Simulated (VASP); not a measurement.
# SiW6 in VASP: a series of runs

The runs below take SiW6 through single point, with PBE+D3(BJ).

All numbers are computed with VASP 6.6.1; they aren't measurements. Logs are shortened: lines on timing, memory, paths and dates and some standing lists are left out, and cuts for length are marked.

## 1. The cell of the first run

The cell holds a slab with vacuum, 7 atoms: a = 4.468 Å, b = 4.468 Å, c = 21.626 Å, α = 90.00°, β = 90.00°, γ = 120.00°.

## 2. Single point, PBE+D3(BJ)

INCAR reads:

```
SYSTEM = SiW6
ALGO = Normal ; DIPOL = 0.5 0.5 0.323
EDIFF = 1E-6 ; ENCUT = 520
GGA = PE ; IDIPOL = 3
ISIF = 2 ; ISMEAR = 0
IVDW = 12 ; LASPH = .True.
LCHARG = .True. ; LDIPOL = .True.
LELF = .True. ; LREAL = .False.
LVACPOTAV = .True. ; LVHAR = .True.
LWAVE = .False. ; NBANDS = 53
NELM = 80 ; PREC = Accurate
SIGMA = 0.1
```

KPOINTS reads:

```
k-points
0
Gamma
  6 6 1
  0 0 0
```

POSCAR reads:

```
SiW6
1.0
    4.4682526257      0.0000000000      0.0000000000
   -2.2341263128      3.8696202844      0.0000000000
    0.0000000000      0.0000000000     21.6259061357
W Si
6 1
Direct
    0.6666666667      0.3333333333      0.1849633479
    0.3333333333      0.6666666667      0.2271386095
    0.0000000000      0.0000000000      0.2693138710
    0.6666666667      0.3333333333      0.3085097946
    0.3333333333      0.6666666667      0.3483008428
    0.0000000000      0.0000000000      0.3849968683
    0.8888888889      0.4444444444      0.5375916303
```

Potentials or basis: VASP PAW PBE potentials, release 64 (W_sv, Si).

On the command line:

```console
cat potpaw_PBE.64/W_sv/POTCAR potpaw_PBE.64/Si/POTCAR > POTCAR
mpirun -np 1 vasp_std > vasp.out
```

OUTCAR:

```text
SYSTEM = SiW6
   EDIFF = 1E-6
   ENCUT = 520
   GGA = PE
   ISIF = 2
   ISMEAR = 0
   IVDW = 12
   LASPH = .True.
   LREAL = .False.
   NELM = 80
   PREC = Accurate
 IVDW          = 12

 ion  position               nearest neighbor table
   1  0.667  0.333  0.185-   4 2.67   2 2.74   2 2.74   2 2.74   3 3.16   3 3.16   3 3.16
   2  0.333  0.667  0.227-   5 2.62   3 2.74   3 2.74   3 2.74   1 2.74   1 2.74   1 2.74   4 3.12
                             4 3.12   4 3.12
   3  0.000  0.000  0.269-   6 2.50   4 2.72   4 2.72   4 2.72   2 2.74   2 2.74   2 2.74   5 3.09
                             5 3.09   5 3.09   1 3.16   1 3.16   1 3.16
   4  0.667  0.333  0.309-   1 2.67   3 2.72   3 2.72   3 2.72   5 2.72   5 2.72   5 2.72   6 3.06
                             6 3.06   6 3.06   2 3.12   2 3.12   2 3.12
   5  0.333  0.667  0.348-   2 2.62   6 2.70   6 2.70   6 2.70   4 2.72   4 2.72   4 2.72   3 3.09
                             3 3.09   3 3.09
   6  0.000  0.000  0.385-   3 2.50   5 2.70   5 2.70   5 2.70   4 3.06   4 3.06   4 3.06
   7  0.889  0.444  0.538-

  LATTYP: Found a hexagonal cell.
 ALAT       =     4.4682526257
 C/A-ratio  =     4.8399022945

  Lattice vectors:

 A1 = (   4.4682526257,   0.0000000000,   0.0000000000)
 A2 = (  -2.2341263128,   3.8696202844,   0.0000000000)
 A3 = (   0.0000000000,   0.0000000000,  21.6259061357)

Analysis of symmetry for initial positions (statically):
=====================================================================
 Subroutine PRICEL returns:
 Original cell was already a primitive cell.

 Routine SETGRP: Setting up the symmetry group for a
 hexagonal supercell.

 Subroutine GETGRP returns: Found  2 space group operations
 (whereof  2 operations were pure point group operations)
 out of a pool of 24 trial point group operations.

The static configuration has the point symmetry C_1h.

Analysis of symmetry for dynamics (positions and initial velocities):
=====================================================================
 Subroutine PRICEL returns:
 Original cell was already a primitive cell.

 Routine SETGRP: Setting up the symmetry group for a
 hexagonal supercell.

 Subroutine GETGRP returns: Found  2 space group operations
 (whereof  2 operations were pure point group operations)
 out of a pool of 24 trial point group operations.

The dynamic configuration has the point symmetry C_1h.

 Subroutine INISYM returns: Found  2 space group operations
 (whereof  2 operations are pure point group operations),
 and found     1 'primitive' translations

----------------------------------------------------------------------------------------

                                     Primitive cell

  volume of cell :     373.9215

  direct lattice vectors                    reciprocal lattice vectors
     4.468252626  0.000000000  0.000000000     0.223801133  0.129211644  0.000000000
    -2.234126313  3.869620284  0.000000000     0.000000000  0.258423289  0.000000000
     0.000000000  0.000000000 21.625906136     0.000000000  0.000000000  0.046240837

  length of vectors
     4.468252626  4.468252626 21.625906136     0.258423289  0.258423289  0.046240837

  position of ions in fractional coordinates (direct lattice)
     0.666666667  0.333333333  0.184963348
     0.333333333  0.666666667  0.227138610
     0.000000000  0.000000000  0.269313871
     0.666666667  0.333333333  0.308509795
     0.333333333  0.666666667  0.348300843
     0.000000000  0.000000000  0.384996868
     0.888888889  0.444444444  0.537591630

  ion indices of the primitive-cell ions
   primitive index   ion index
                 1           1
                 2           2
                 3           3
                 4           4
                 5           5
                 6           6
                 7           7

----------------------------------------------------------------------------------------

 KPOINTS: k-points

Automatic generation of k-mesh.
 Grid dimensions read from file:
 generate k-points for:    6    6    1

 Generating k-lattice:

  Cartesian coordinates                     Fractional coordinates (reciprocal lattice)
     0.037300189  0.021535274  0.000000000     0.166666667  0.000000000  0.000000000
     0.000000000  0.043070548  0.000000000     0.000000000  0.166666667  0.000000000
     0.000000000  0.000000000  0.046240837     0.000000000  0.000000000  1.000000000

  Length of vectors
     0.043070548  0.043070548  0.046240837

  Shift w.r.t. Gamma in fractional coordinates (k-lattice)
     0.000000000  0.000000000  0.000000000

 Subroutine IBZKPT returns following result:
 ===========================================

 Found     13 irreducible k-points:

 Following reciprocal coordinates:
            Coordinates               Weight
  0.000000  0.000000  0.000000      1.000000
  0.166667 -0.000000  0.000000      2.000000
  0.000000  0.166667  0.000000      4.000000
  0.333333 -0.000000  0.000000      2.000000
  0.000000  0.333333  0.000000      4.000000
  0.500000 -0.000000  0.000000      1.000000
  0.000000  0.500000  0.000000      2.000000
  0.166667  0.166667  0.000000      4.000000
 -0.166667  0.333333  0.000000      2.000000
  0.333333  0.166667  0.000000      4.000000
 -0.166667  0.500000  0.000000      4.000000
  0.500000  0.333333  0.000000      4.000000
  0.333333  0.333333  0.000000      2.000000
   k-points           NKPTS =     13   k-points in BZ     NKDIM =     13   number of bands    NBANDS=     53
   number of dos      NEDOS =    301   number of ions     NIONS =      7
   total plane-waves  NPLWV = 209952
   dimension x,y,z NGX =    36 NGY =   36 NGZ =  162
   dimension x,y,z NGXF=    72 NGYF=   72 NGZF=  324
   ions per type =               6   1
   NGX,Y,Z   is equivalent  to a cutoff of  13.39, 13.39, 12.45 a.u.
   NGXF,Y,Z  is equivalent  to a cutoff of  26.79, 26.79, 24.91 a.u.
 SYSTEM =  SiW6
   PREC   = accura    normal or accurate (medium, high low for compatibility)
   ISTART =      0    job   : 0-new  1-cont  2-samecut
   ICHARG =      2    charge: 1-file 2-atom 10-const
   ISPIN  =      1    spin polarized calculation?
   LNONCOLLINEAR =      F non collinear calculations
   LSORBIT =      F    spin-orbit coupling
   LASPH  =      T    aspherical Exc in radial PAW
   ENCUT  =  520.0 eV  38.22 Ry    6.18 a.u.   8.31  8.31 40.21*2*pi/ulx,y,z
   NELM   =     80;   NELMIN=  2; NELMDL= -5     # of ELM steps
   EDIFF  = 0.1E-05   stopping-criterion for ELM
   LREAL  =      F    real-space projection
   EDIFFG = 0.1E-04   stopping-criterion for IOM
   NSW    =      0    number of steps for IOM
   IBRION =     -1    ionic relax: 0-MD 1-quasi-New 2-CG
   NFREE  =      0    steps in history (QN), initial steepest desc. (CG)
   ISIF   =      2    stress and relaxation
   ISYM   =      2    0-nonsym 1-usesym 2-fastsym
   POTIM  = 0.5000    time-step for ionic-motion
   TEBEG  =    0.0;   TEEND  =   0.0 temperature during run
   PSTRESS=    0.0 pullay stress
   NELECT =      88.0000    total number of electrons
   NUPDOWN=      -1.0000    fix difference up-down
   EMIN   =  10.00;   EMAX   =-10.00  energy-range for DOS
   EFERMI =   0.00;   METHOD = LEGACY
   ISMEAR =     0;   SIGMA  =   0.10  broadening in eV -4-tet -1-fermi 0-gaus
   EFERMI_NEDOS =   21; number of points for ismear=-14 and -15
   IALGO  =     38    algorithm
   IMIX   =      4    mixing-type and parameters
     AMIX     =   0.40;   BMIX     =  1.00
     AMIX_MAG =   1.60;   BMIX_MAG =  1.00
  volume/ion in A,a.u.               =      53.42       360.48
  Fermi-wavevector in a.u.,A,eV,Ry     =   1.010747  1.910034 13.899828  1.021609
  Thomas-Fermi vector in A             =   2.143754
   LORBIT       =      0    0 simple, 1 ext, 2 COOP (PROOUT), +10 PAW based schemes
   GGA     = PE    functional components
   LHFCALC =     F    Hartree Fock is set to
   AEXX    =    0.0000 exact exchange contribution
   IVDW    =    12    specifies the selected vdW correction
   LEPSILON=     F    determine dielectric tensor
   LRPA    =     F    only Hartree local field effects (RPA)
 non-spin polarized calculation
 Gauss-broadening in eV      SIGMA  =   0.10
  energy-cutoff  :      520.00
  volume of cell :      373.92
 maximum number of plane-waves:     10113
 NGX is ok and might be reduce to    36
   NGX = 17   NGY = 17   NGZ = 81

 dipolmoment           0.000000      0.000000     -0.004540 electrons x Angstroem

 number of electron      88.0000001 magnetization

 dipolmoment           0.000000      0.000000      0.044033 electrons x Angstroem

 Free energy of the ion-electron system (eV)
  ---------------------------------------------------
  ext. energy  EPLUGINS =         0.00000000
  ---------------------------------------------------
  free energy    TOTEN  =       -71.76192877 eV

  energy without entropy =      -71.71383592  energy(sigma->0) =      -71.73788234

 E-fermi :   0.3900     XC(G=0):  -5.4745

 val. band max:        0.3618208729   @ k =  -0.1667   0.3333   0.0000
 cond. band min:       0.3964987304   @ k =   0.5000   0.3333   0.0000
 fundamental gap:      0.0346778575
 Fermi energy:         0.3899671363

 k-point     1 :       0.0000    0.0000    0.0000
  band No.  band energies     occupation
      1     -73.6353      2.00000
      2     -73.5058      2.00000
      3     -73.4860      2.00000
      4     -73.4316      2.00000
      5     -73.3387      2.00000
      6     -73.2730      2.00000
[... 45 lines left out ...]
     52       2.5821      0.00000
     53       2.8297      0.00000

 k-point     2 :       0.1667   -0.0000    0.0000
  band No.  band energies     occupation
      1     -73.6270      2.00000
      2     -73.5099      2.00000
      3     -73.4842      2.00000
      4     -73.4277      2.00000
      5     -73.3448      2.00000
      6     -73.2772      2.00000
[... 45 lines left out ...]
     52       2.5964      0.00000
     53       2.6640      0.00000
[... 558 lines left out ...]
     52       2.2261      0.00000
     53       2.3585      0.00000

 k-point    13 :       0.3333    0.3333    0.0000
  band No.  band energies     occupation
      1     -73.5912      2.00000
      2     -73.5297      2.00000
      3     -73.4767      2.00000
      4     -73.4052      2.00000
      5     -73.3756      2.00000
      6     -73.2933      2.00000
[... 45 lines left out ...]
     52       1.8512      0.00000
     53       2.0162      0.00000

------------------------ aborting loop because EDIFF is reached ----------------------------------------

 Edisp (eV)   -2.85489

 E8    (eV) :    -1.4991

  FORCE on cell =-STRESS in cart. coord.  units (eV):
  Direction    XX          YY          ZZ          XY          YZ          ZX
  --------------------------------------------------------------------------------------
  -------------------------------------------------------------------------------------
  Total       3.26972     3.23517     2.41605     0.02993     0.19336     0.33492
  in kB      14.01010    13.86204    10.35230     0.12822     0.82852     1.43505
  external pressure =       12.74 kB  Pullay stress =        0.00 kB

 VOLUME and BASIS-vectors are now :
 -----------------------------------------------------------------------------
  energy-cutoff  :      520.00
  volume of cell :      373.92
      direct lattice vectors                 reciprocal lattice vectors
     4.468252626  0.000000000  0.000000000     0.223801133  0.129211644  0.000000000
    -2.234126313  3.869620284  0.000000000     0.000000000  0.258423289  0.000000000
     0.000000000  0.000000000 21.625906136     0.000000000  0.000000000  0.046240837

 POSITION                                       TOTAL-FORCE (eV/Angst)
 -----------------------------------------------------------------------------------
      2.23413      1.28987      4.00000         0.018690      0.010791      2.034731
     -0.00000      2.57975      4.91208         0.020734      0.011971     -0.979805
      0.00000      0.00000      5.82416        -0.009176     -0.005298     -1.944362
      2.23413      1.28987      6.67180        -0.081891     -0.047280     -3.944520
     -0.00000      2.57975      7.53232        -0.031858     -0.018393     -0.138564
      0.00000      0.00000      8.32591        -0.008250     -0.004763      6.039979
      2.97884      1.71983     11.62591         0.091751      0.052973     -1.067459
 -----------------------------------------------------------------------------------
    total drift:                               -0.000025     -0.000014     -0.000180

  FREE ENERGIE OF THE ION-ELECTRON SYSTEM (eV)
  ---------------------------------------------------
  free  energy   TOTEN  =       -74.6168204970 eV

  energy  without entropy=      -74.5687276409  energy(sigma->0) =      -74.59277407

 vacuum level on the upper side and lower side of the slab         4.778         4.318
```

It took 11 min on 1 thread of Intel Xeon Platinum 8259CL at 2.50GHz (Skylake/Cascade Lake), shared host; peak memory 0.59 GiB.

Results:

```
Free energy                : -74.6168 eV
Largest force              : 6.040 eV/Å
Band gap on the k mesh     : zero (band 44 reaches 0.44 eV, above the bottom of band 45 at 0.29 eV)
Dispersion energy per atom : -0.408 eV
```

Forces in eV/Å, atoms in the order of the input:
```
W    0.019  0.011  2.035
W    0.021  0.012 -0.980
W   -0.009 -0.005 -1.944
W   -0.082 -0.047 -3.945
W   -0.032 -0.018 -0.139
W   -0.008 -0.005  6.040
Si   0.092  0.053 -1.067
```

Levels at points of the mesh, in eV from the Fermi level:
| k point | band 40 | band 41 | band 42 | band 43 | band 44 | band 45 | band 46 | band 47 | band 48 | band 49 |
| --- | --- | --- | --- | --- | --- | --- | --- | --- | --- | --- |
| (0.00, 0.00, 0.00) | -1.22 | -1.09 | -1.07 | -0.98 | -0.46 | 0.62 | 1.28 | 1.50 | 1.63 | 1.64 |
| (0.50, 0.00, 0.00) | -1.32 | -0.94 | -0.64 | -0.22 | 0.05 | 0.17 | 0.30 | 0.48 | 0.82 | 1.24 |
| (0.00, 0.50, 0.00) | -1.29 | -1.02 | -0.68 | -0.35 | -0.03 | 0.19 | 0.30 | 0.80 | 0.93 | 1.16 |

Caveat: spin-orbit coupling is left out, which moves the levels of the heavy elements.

## 3. Single point, PBE+D3(BJ)

INCAR reads:

```
SYSTEM = SiW6
ALGO     = Normal         ! electronic algorithm
DIPOL    = 0.5 0.5 0.323
EDIFF    = 1E-6           ! SCF threshold, eV
ENCUT    = 520            ! plane-wave cutoff, eV
GGA      = PE             ! functional
IDIPOL   = 3            
ISIF     = 2              ! what is computed and relaxed
ISMEAR   = 0              ! smearing method
IVDW     = 12             ! dispersion correction
LASPH    = .True.         ! aspherical terms in the spheres
LCHARG   = .True.         ! write CHGCAR
LDIPOL   = .True.       
LELF     = .True.         ! ELF
LREAL    = .False.        ! projectors in reciprocal space
LVACPOTAV= .True.       
LVHAR    = .True.       
LWAVE    = .False.        ! write WAVECAR
NBANDS   = 53             ! bands
NELM     = 100            ! most SCF steps
PREC     = Accurate       ! precision mode
SIGMA    = 0.1            ! smearing width, eV
```

KPOINTS is that of step 2.

POSCAR, as its differences from that of step 2:

```diff
@@ -14,2 +14,2 @@
     0.0000000000      0.0000000000      0.3849968683
-    0.8888888889      0.4444444444      0.5375916303
+    0.1111111111      0.2222222222      0.5375916303
```

Potentials or basis: VASP PAW PBE potentials, release 64 (W_sv, Si).

On the command line:

```console
cat potpaw_PBE.64/W_sv/POTCAR potpaw_PBE.64/Si/POTCAR > POTCAR
mpirun -np 1 vasp_std > vasp.out
```

Wall time 11 min (1 thread of Intel Xeon Platinum 8259CL at 2.50GHz (Skylake/Cascade Lake), shared host); peak memory 0.6 GiB.

It converged, with:

* Free energy: -74.7281 eV
* Largest force: 2.140 eV/Å
* Band gap on the k mesh: zero (band 44 reaches 0.49 eV, above the bottom of band 45 at 0.17 eV)
* Dispersion energy per atom: -0.395 eV

Forces on the atoms (eV/Å):
```
W    0.000  0.081  2.138
W    0.000 -0.028 -0.639
W    0.000  0.031 -1.995
W    0.000 -0.126 -0.009
W    0.000 -0.219  0.378
W    0.000  0.288  1.781
Si   0.000 -0.027 -1.653
```

Levels at points of the mesh, in eV from the Fermi level:
```csv
k point,band 40,band 41,band 42,band 43,band 44,band 45,band 46,band 47,band 48,band 49
"(0.00, 0.00, 0.00)",-1.22,-1.12,-1.07,-1.06,-0.44,0.67,1.41,1.49,1.63,1.63
"(0.50, 0.00, 0.00)",-1.34,-0.87,-0.65,-0.35,0.16,0.18,0.29,0.42,0.97,1.20
"(0.00, 0.50, 0.00)",-1.32,-0.97,-0.68,-0.16,-0.15,0.18,0.31,0.75,0.88,1.28
```

Caveat: spin-orbit coupling is left out, which moves the levels of the heavy elements.

(Continued in part 2 of 2.)
